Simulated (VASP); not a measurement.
Set up this calculation in VASP 6.6.1, as the native input.

```yaml
Task: single point
Functional: PBE
Potentials_or_basis: VASP PAW PBE potentials, release 64 (Ta_pv, O)
Cutoff: 520 eV
k_mesh: 14 × 14 × 8
Occupations: gaussian, width 0.15 eV
Spin: no spin polarisation
Dipole_correction: no
Further_INCAR_settings: ALGO = Normal; EDIFF = 1e-07; NBANDS = 33
```

The structure of Ta4O lies in POSCAR:

```
Ta4O
1.0
    3.2547070451      0.0000000000      0.0000000000
    0.0000000000      3.2547070451      0.0000000000
    0.0000000000      0.0000000000      7.0256173275
Ta O
4 1
Direct
    0.0000000000      0.0000000000      0.5000000000
    0.5000000000      0.5000000000      0.7829127297
    0.5000000000      0.5000000000      0.2170872703
    0.0000000000      0.0000000000      0.0000000000
    0.5000000000      0.5000000000      0.5000000000
```

This cell differs from its parent crystal: strain -0.0500 x Voigt [0, 0, 1, 0, 0, 0].

These files were run (other wordings do the same):

INCAR

```
SYSTEM = Ta4O
PREC = Accurate
ENCUT = 520
EDIFF = 1E-7
ISMEAR = 0
SIGMA = 0.15
LREAL = .False.
LASPH = .True.
NELM = 80
ALGO = Normal
ISIF = 2
LWAVE = .False.
LCHARG = .False.
GGA = PE
NBANDS = 33
```

KPOINTS

```
regular mesh
0
Gamma
  14 14 8
  0 0 0
```

Potentials or basis: VASP PAW PBE potentials, release 64 (Ta_pv, O).

The run is started by

```sh
$ cat potpaw_PBE.64/Ta_pv/POTCAR potpaw_PBE.64/O/POTCAR > POTCAR
$ mpirun -np 1 vasp_std > vasp.out
```

It gave:

```json
{"Pressure": "15.7 GPa", "Largest force": "0.990 eV/Å", "Band gap on the k mesh": "zero (band 25 reaches 7.42 eV, above the bottom of band 26 at 6.38 eV)"}
```

Caveat: the cell differs from its parent crystal (strain -0.0500 x Voigt [0, 0, 1, 0, 0, 0]); spin-orbit coupling is left out, which moves the levels of the heavy elements.

Run time: 6.5 min on 1 thread of Intel Xeon 6975P-C, on a shared host, peak memory 0.43 GiB.
